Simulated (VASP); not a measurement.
# SrAl2O2 (P4/mmm) in VASP: relaxation of cell and atoms with PBE

Aim: the relaxation of cell and atoms of SrAl2O2 with PBE.

Program: VASP 6.6.1. These are calculated values, not measurements. Logs are shortened: lines on timing, memory, paths and dates and some standing lists are left out, and cuts for length are marked.

## 1. The cell of the first run

Symmetry: P4/mmm, No. 123, tetragonal system. The conventional cell has a = 4.892 Å, b = 4.892 Å, c = 3.759 Å, α = 90.00°, β = 90.00°, γ = 90.00°. Within 2.5 Å of Sr (site symmetry 4/mmm) lie 2 O at 1.88 Å. Within 3.2 Å of Al (site symmetry mmm) lie 6 O at 2.45 to 3.08 Å and 4 Sr at 3.08 Å. Within 2.5 Å of O (site symmetry 4/mmm) lie 2 Sr at 1.88 Å and 4 Al at 2.45 Å. O (site symmetry 4/mmm) has 8 Al at 3.08 Å and 4 Sr at 3.46 Å and 10 O at 3.76 to 3.94 Å within 4.1 Å.

The cell was generated, and may not be a known phase.

## 2. Relaxation of cell and atoms, PBE

File INCAR:

```
SYSTEM = SrAl2O2
PREC     = Accurate       ! precision mode
ENCUT    = 1340           ! plane-wave cutoff, eV
EDIFF    = 1E-7           ! SCF threshold, eV
ISMEAR   = 0              ! smearing method
SIGMA    = 0.1            ! smearing width, eV
LREAL    = .FALSE.        ! projectors in reciprocal space
LASPH    = .TRUE.         ! aspherical terms in the spheres
NELM     = 120            ! most SCF steps
ALGO     = Normal         ! electronic algorithm
ISIF     = 3              ! what is computed and relaxed
LWAVE    = .FALSE.        ! write WAVECAR
LCHARG   = .FALSE.        ! write CHGCAR
GGA      = PE             ! functional
IBRION   = 2              ! ionic algorithm
NSW      = 90             ! ionic steps
EDIFFG   = -0.04          ! ionic threshold
GGA_COMPAT= .FALSE.      
NELMIN   = 4
```

File KPOINTS:

```
regular mesh
0
G
  4 4 4
  0 0 0
```

File POSCAR:

```
SrAl2O2
1.0
    4.8918363900      0.0000000000      0.0000000000
    0.0000000000      4.8918363900      0.0000000000
    0.0000000000      0.0000000000      3.7593392100
Sr Al O
1 2 2
Direct
    0.0000000000      0.0000000000      0.0000000000
    0.0000000000      0.5000000000      0.5000000000
    0.5000000000      0.0000000000      0.5000000000
    0.0000000000      0.0000000000      0.5000000000
    0.5000000000      0.5000000000      0.0000000000
```

Potentials or basis: VASP PAW PBE potentials, release 64 (Sr_sv, Al, O_h).

Run with:

```
> cat potpaw_PBE.64/Sr_sv/POTCAR potpaw_PBE.64/Al/POTCAR potpaw_PBE.64/O_h/POTCAR > POTCAR
> mpirun -np 1 vasp_std > vasp.out
```

OUTCAR:

```text
SYSTEM = SrAl2O2
   PREC = Accurate
   ENCUT = 1340
   EDIFF = 1E-7
   ISMEAR = 0
   LREAL = .FALSE.
   LASPH = .TRUE.
   NELM = 120
   ISIF = 3
   GGA = PE
   IBRION = 2
   NSW = 90
   EDIFFG = -0.04
   NELMIN = 4

 ion  position               nearest neighbor table
   1  0.000  0.000  0.000-   4 1.88   4 1.88   2 3.08   2 3.08   3 3.08   3 3.08   2 3.08   2 3.08
                             3 3.08   3 3.08
   2  0.000  0.500  0.500-   1 3.08   1 3.08   1 3.08   1 3.08
   3  0.500  0.000  0.500-   1 3.08   1 3.08   1 3.08   1 3.08
   4  0.000  0.000  0.500-   1 1.88   1 1.88
   5  0.500  0.500  0.000-

  LATTYP: Found a simple tetragonal cell.
 ALAT       =     4.8918363900
 C/A-ratio  =     0.7684924250

  Lattice vectors:

 A1 = (   4.8918363900,   0.0000000000,   0.0000000000)
 A2 = (   0.0000000000,   4.8918363900,   0.0000000000)
 A3 = (   0.0000000000,   0.0000000000,   3.7593392100)

Analysis of symmetry for initial positions (statically):
=====================================================================
 Subroutine PRICEL returns:
 Original cell was already a primitive cell.

 Routine SETGRP: Setting up the symmetry group for a
 simple tetragonal supercell.

 Subroutine GETGRP returns: Found 16 space group operations
 (whereof 16 operations were pure point group operations)
 out of a pool of 16 trial point group operations.

The static configuration has the point symmetry D_4h.

Analysis of symmetry for dynamics (positions and initial velocities):
=====================================================================
 Subroutine PRICEL returns:
 Original cell was already a primitive cell.

 Routine SETGRP: Setting up the symmetry group for a
 simple tetragonal supercell.

 Subroutine GETGRP returns: Found 16 space group operations
 (whereof 16 operations were pure point group operations)
 out of a pool of 16 trial point group operations.

The dynamic configuration has the point symmetry D_4h.

 Subroutine INISYM returns: Found 16 space group operations
 (whereof 16 operations are pure point group operations),
 and found     1 'primitive' translations

----------------------------------------------------------------------------------------

                                     Primitive cell

  volume of cell :      89.9612

  direct lattice vectors                    reciprocal lattice vectors
     4.891836390  0.000000000  0.000000000     0.204422209  0.000000000  0.000000000
     0.000000000  4.891836390  0.000000000     0.000000000  0.204422209  0.000000000
     0.000000000  0.000000000  3.759339210     0.000000000  0.000000000  0.266004195

  length of vectors
     4.891836390  4.891836390  3.759339210     0.204422209  0.204422209  0.266004195

  position of ions in fractional coordinates (direct lattice)
     0.000000000  0.000000000  0.000000000
     0.000000000  0.500000000  0.500000000
     0.500000000  0.000000000  0.500000000
     0.000000000  0.000000000  0.500000000
     0.500000000  0.500000000  0.000000000

  ion indices of the primitive-cell ions
   primitive index   ion index
                 1           1
                 2           2
                 3           3
                 4           4
                 5           5

----------------------------------------------------------------------------------------

 KPOINTS: regular mesh

Automatic generation of k-mesh.
 Grid dimensions read from file:
 generate k-points for:    4    4    4

 Generating k-lattice:

  Cartesian coordinates                     Fractional coordinates (reciprocal lattice)
     0.051105552  0.000000000  0.000000000     0.250000000  0.000000000  0.000000000
     0.000000000  0.051105552  0.000000000     0.000000000  0.250000000  0.000000000
     0.000000000  0.000000000  0.066501049     0.000000000  0.000000000  0.250000000

  Length of vectors
     0.051105552  0.051105552  0.066501049

  Shift w.r.t. Gamma in fractional coordinates (k-lattice)
     0.000000000  0.000000000  0.000000000

 Subroutine IBZKPT returns following result:
 ===========================================

 Found     18 irreducible k-points:

 Following reciprocal coordinates:
            Coordinates               Weight
  0.000000  0.000000  0.000000      1.000000
  0.250000  0.000000  0.000000      4.000000
  0.500000  0.000000  0.000000      2.000000
  0.250000  0.250000  0.000000      4.000000
  0.500000  0.250000  0.000000      4.000000
  0.500000  0.500000  0.000000      1.000000
[... 10 lines left out ...]
  0.500000  0.250000  0.500000      4.000000
  0.500000  0.500000  0.500000      1.000000
   k-points           NKPTS =     18   k-points in BZ     NKDIM =     18   number of bands    NBANDS=     18
   number of dos      NEDOS =    301   number of ions     NIONS =      5
   total plane-waves  NPLWV = 172800
   dimension x,y,z NGX =    60 NGY =   60 NGZ =   48
   dimension x,y,z NGXF=   120 NGYF=  120 NGZF=   96
   ions per type =               1   2   2
   NGX,Y,Z   is equivalent  to a cutoff of  20.39, 20.39, 21.23 a.u.
   NGXF,Y,Z  is equivalent  to a cutoff of  40.78, 40.78, 42.45 a.u.
 SYSTEM =  SrAl2O2
   PREC   = accura    normal or accurate (medium, high low for compatibility)
   ISTART =      0    job   : 0-new  1-cont  2-samecut
   ICHARG =      2    charge: 1-file 2-atom 10-const
   ISPIN  =      1    spin polarized calculation?
   LNONCOLLINEAR =      F non collinear calculations
   LSORBIT =      F    spin-orbit coupling
   LASPH  =      T    aspherical Exc in radial PAW
   ENCUT  = 1340.0 eV  98.49 Ry    9.92 a.u.  14.60 14.60 11.22*2*pi/ulx,y,z
   NELM   =    120;   NELMIN=  4; NELMDL= -5     # of ELM steps
   EDIFF  = 0.1E-06   stopping-criterion for ELM
   LREAL  =      F    real-space projection
   EDIFFG = -.4E-01   stopping-criterion for IOM
   NSW    =     90    number of steps for IOM
   IBRION =      2    ionic relax: 0-MD 1-quasi-New 2-CG
   NFREE  =      1    steps in history (QN), initial steepest desc. (CG)
   ISIF   =      3    stress and relaxation
   ISYM   =      2    0-nonsym 1-usesym 2-fastsym
   POTIM  = 0.5000    time-step for ionic-motion
   TEBEG  =    0.0;   TEEND  =   0.0 temperature during run
   PSTRESS=    0.0 pullay stress
   NELECT =      28.0000    total number of electrons
   NUPDOWN=      -1.0000    fix difference up-down
   EMIN   =  10.00;   EMAX   =-10.00  energy-range for DOS
   EFERMI =   0.00;   METHOD = LEGACY
   ISMEAR =     0;   SIGMA  =   0.10  broadening in eV -4-tet -1-fermi 0-gaus
   EFERMI_NEDOS =   21; number of points for ismear=-14 and -15
   IALGO  =     38    algorithm
   IMIX   =      4    mixing-type and parameters
     AMIX     =   0.40;   BMIX     =  1.00
     AMIX_MAG =   1.60;   BMIX_MAG =  1.00
  volume/ion in A,a.u.               =      17.99       121.42
  Fermi-wavevector in a.u.,A,eV,Ry     =   1.109453  2.096563 16.747231  1.230887
  Thomas-Fermi vector in A             =   2.245993
   LORBIT       =      0    0 simple, 1 ext, 2 COOP (PROOUT), +10 PAW based schemes
   GGA     = PE    functional components
   LHFCALC =     F    Hartree Fock is set to
   AEXX    =    0.0000 exact exchange contribution
   IVDW    =     0    specifies the selected vdW correction
   LEPSILON=     F    determine dielectric tensor
   LRPA    =     F    only Hartree local field effects (RPA)
 conjugate gradient relaxation of ions
 non-spin polarized calculation
 Gauss-broadening in eV      SIGMA  =   0.10
  energy-cutoff  :     1340.00
  volume of cell :       89.96
 maximum number of plane-waves:     10111
 NGX is ok and might be reduce to    60
   NGX = 29   NGY = 29   NGZ = 23

--------------------------------------- Ionic step        1  -------------------------------------------

 number of electron      28.0000001 magnetization

 Free energy of the ion-electron system (eV)
  ---------------------------------------------------
  ext. energy  EPLUGINS =         0.00000000
  ---------------------------------------------------
  free energy    TOTEN  =       -16.84919714 eV

  energy without entropy =      -16.82620520  energy(sigma->0) =      -16.83770117

------------------------ aborting loop because EDIFF is reached ----------------------------------------

  FORCE on cell =-STRESS in cart. coord.  units (eV):
  Direction    XX          YY          ZZ          XY          YZ          ZX
  --------------------------------------------------------------------------------------
  -------------------------------------------------------------------------------------
  Total        0.1387634      0.1387634     36.8919570      0.0000000     -0.0000000      0.0000000
  in kB        2.4713259      2.4713259    657.0325940      0.0000000     -0.0000000      0.0000000
  external PRESSURE =     220.6584153 kB  Pullay stress =       0.0000000 kB
[... 98 lines left out ...]
  FREE ENERGIE OF THE ION-ELECTRON SYSTEM (eV)
  ---------------------------------------------------
  free  energy   TOTEN  =       -21.1522734204 eV

  energy  without entropy=      -21.1472130835  energy(sigma->0) =      -21.14974325

 E-fermi :   3.3336     XC(G=0):  -8.9015

 val. band max:        3.3131256772   @ k =   0.5000   0.2500   0.5000
 cond. band min:       3.3474132862   @ k =   0.2500   0.0000   0.5000
 fundamental gap:      0.0342876090
 Fermi energy:         3.3335562949

 k-point     1 :       0.0000    0.0000    0.0000
  band No.  band energies     occupation
      1     -32.1064      2.00000
      2     -15.5183      2.00000
      3     -14.2673      2.00000
      4     -14.1263      2.00000
      5     -14.1263      2.00000
      6     -12.6394      2.00000
[... 355 lines left out ...]
      5     -13.1293      2.00000
      6     -12.6120      2.00000
[... 10 lines left out ...]
     17       5.2861      0.00000
     18       5.6615      0.00000

 E-fermi :   6.8579     XC(G=0): -10.4034

 val. band max:        6.8472980252   @ k =   0.2500   0.0000   0.2500
 cond. band min:       6.8745219621   @ k =   0.5000   0.2500   0.2500
 fundamental gap:      0.0272239369
 Fermi energy:         6.8579376354

 k-point     1 :       0.0000    0.0000    0.0000
  band No.  band energies     occupation
      1     -28.1632      2.00000
      2     -16.5130      2.00000
      3     -10.8028      2.00000
      4     -10.5297      2.00000
      5     -10.0071      2.00000
      6     -10.0071      2.00000
[... 355 lines left out ...]
      5     -10.4166      2.00000
      6     -10.2734      2.00000
[... 10 lines left out ...]
     17       8.5069      0.00000
     18      11.9877      0.00000

[... ionic steps 4 to 11 ...]

--------------------------------------- Ionic step       12  -------------------------------------------

 number of electron      27.9999998 magnetization

------------------------ aborting loop because EDIFF is reached ----------------------------------------
[... 73 lines left out ...]
--------------------------------------- Ionic step       14  -------------------------------------------

 number of electron      27.9999999 magnetization

 Free energy of the ion-electron system (eV)
  ---------------------------------------------------
  ext. energy  EPLUGINS =         0.00000000
  ---------------------------------------------------
  free energy    TOTEN  =       -23.38014668 eV

  energy without entropy =      -23.35722617  energy(sigma->0) =      -23.36868642

 E-fermi :   5.0726     XC(G=0):  -9.5486

 val. band max:        5.0687156729   @ k =   0.2500   0.2500   0.5000
 cond. band min:       5.0866784627   @ k =   0.2500   0.2500   0.5000
 fundamental gap:      0.0179627898
 Fermi energy:         5.0725809552

 k-point     1 :       0.0000    0.0000    0.0000
  band No.  band energies     occupation
      1     -30.2488      2.00000
      2     -16.9061      2.00000
      3     -12.5705      2.00000
      4     -12.0685      2.00000
      5     -12.0685      2.00000
      6     -11.6692      2.00000
[... 399 lines left out ...]
  FREE ENERGIE OF THE ION-ELECTRON SYSTEM (eV)
  ---------------------------------------------------
  free  energy   TOTEN  =       -23.3801466777 eV

  energy  without entropy=      -23.3572261700  energy(sigma->0) =      -23.36868642

 reached required accuracy - stopping structural energy minimisation
```

It took 12 min on 1 thread of Intel Xeon 6975P-C (Granite Rapids), shared host; peak memory 0.6 GiB.

What came out:

```
Free energy                           : -23.3801 eV
Relaxed volume                        : 17.53 Å³/atom
Relaxed cell                          : a = 3.882 Å, b = 3.882 Å, c = 5.816 Å, α = 90.00°, β = 90.00°, γ = 90.00°
Space group after relaxing (to 0.1 Å) : P4/mmm (No. 123)
Energy gained by relaxing             : 1306.2 meV/atom
Ionic steps                           : 14
Pressure after relaxing               : 0.2 GPa
Band gap on the k mesh                : zero (bands 14 and 15 overlap by 0.65 eV)
```

The path:
| step | energy change (eV) | largest force (eV/Å) | pressure (GPa) | volume (Å³) |
| --- | --- | --- | --- | --- |
| 1 | 0.0000 | 0.0000 | 22.07 | 89.96 |
| 2 | -4.2237 | 0.0000 | -8.01 | 122.31 |
| 3 | -4.3031 | 0.0000 | -5.87 | 115.95 |
| 4 | -5.0997 | 0.0000 | -4.92 | 104.56 |
| 5 | -5.7617 | 0.0000 | 17.70 | 72.36 |
| 6 | -6.0270 | 0.0000 | 0.22 | 88.26 |
| 7 | -6.1892 | 0.0000 | 6.52 | 80.19 |
| 8 | -6.3820 | 0.0000 | 6.90 | 81.06 |
| 9 | -6.4001 | 0.0000 | 6.57 | 80.97 |
| 10 | -6.4965 | 0.0000 | -2.77 | 91.31 |
| 11 | -6.5293 | 0.0000 | -0.02 | 87.64 |
| 12 | -6.5293 | 0.0000 | 0.10 | 87.50 |
| 13 | -6.5305 | 0.0000 | 0.08 | 87.57 |
| 14 | -6.5309 | 0.0000 | 0.16 | 87.65 |

Final structure:
```xyz
5
Lattice="3.8821 0.0000 0.0000 0.0000 3.8821 0.0000 0.0000 0.0000 5.8162" Properties=species:S:1:pos:R:3 pbc="T T T"
Sr    0.0000    0.0000    0.0000
Al    0.0000    1.9410    2.9081
Al    1.9410    0.0000    2.9081
O     0.0000    0.0000    2.9081
O     1.9410    1.9410    0.0000
```

Caveat: the k points lie up to 0.40 Å⁻¹ apart in the final cell, too coarse for converged energies and pressures of a metal; a cell axis changed by over 15 % at a fixed basis, so the end point is rough.
